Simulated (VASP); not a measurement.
Crystal: FeO.

```xyz
4
Lattice="3.5024 0.0000 0.0000 0.0000 3.5024 0.0000 0.0000 0.0000 4.3605" Properties=species:S:1:pos:R:3 pbc="T T T"
Fe    0.0000    1.7512    0.0000
Fe    1.7512    0.0000    2.1802
O     0.0000    0.0000    1.0901
O     0.0000    0.0000    3.2704
```

Base run:

| Property | Result |
| --- | --- |
| Program | VASP 6.6.1 |
| Functional | LDA |
| Potentials or basis | VASP PAW LDA potentials, release 64 (Fe, O) |
| Cutoff | 520 eV |
| k mesh | 5 × 5 × 5 |
| Occupations | gaussian, width 0.05 eV |
| Spin | collinear spin, ferromagnetic start |
| Starting moments | [3.29, 3.29, 0.15, 0.15] μB |
| Hubbard terms | Fe d U = 3.0 eV |

Its results: pressure -13.9 GPa; net moment 7.54 μB per cell; site moments Fe +3.62; O +0.14 μB.

Task: After a change of settings the same cell gave: pressure -10.6 GPa; net moment 7.63 μB per cell; site moments Fe +3.60; O +0.15 μB. Which change was it?
A. moments at the start from [3.29, 3.29, 0.15, 0.15] to [4.0, 4.0, 0.0, 0.0]
B. spin from collinear spin, ferromagnetic start to collinear spin, antiferromagnetic start; moments at the start from [3.29, 3.29, 0.15, 0.15] to [3.57, -3.57, 0.0, 0.0]
C. moments at the start from [3.29, 3.29, 0.15, 0.15] to [3.62, 3.62, 0.17, 0.17]

Result: A.

Caveats: only a ferromagnetic start was run, and an antiferromagnetic order may lie lower in energy.
